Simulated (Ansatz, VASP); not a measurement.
**Two plane-wave programs on Ta**

```xyz
1
Lattice="-1.7719 1.7719 1.5722 1.7719 -1.7719 1.5722 1.7719 1.7719 -1.5722" Properties=species:S:1:pos:R:3 pbc="T T T"
Ta    0.0000    0.0000    0.0000
```

Alike in both runs: task single point; functional PBE; k mesh 20 × 20 × 20; occupations gaussian, width 0.15 eV; no spin polarisation.

```csv
,VASP,Ansatz
version,VASP 6.6.1,Ansatz 0.2.0
potentials or method,"VASP PAW PBE potentials, release 64 (Ta_pv), cutoff 520 eV","scalar-relativistic, plane waves, PAW"
valence electrons in the cell,11,13
```

```tsv
	VASP	Ansatz	Ansatz less VASP
gap on the k mesh at the Fermi level (eV)	none	none	-
pressure (GPa)	-11.8	-11.8	+0.04
traceless stress, the component that is largest in VASP (GPa)	3.40	3.40	+0.004
```

A gap of «none» marks a metal or a gap that the smearing closes. The functional is the same, so the differences come from potentials, cutoffs and numerics. VASP's potentials hold 11 valence electrons a cell and Ansatz's 13, so a difference there can come from the potentials and not from the codes.

Neither program's run includes spin-orbit coupling.
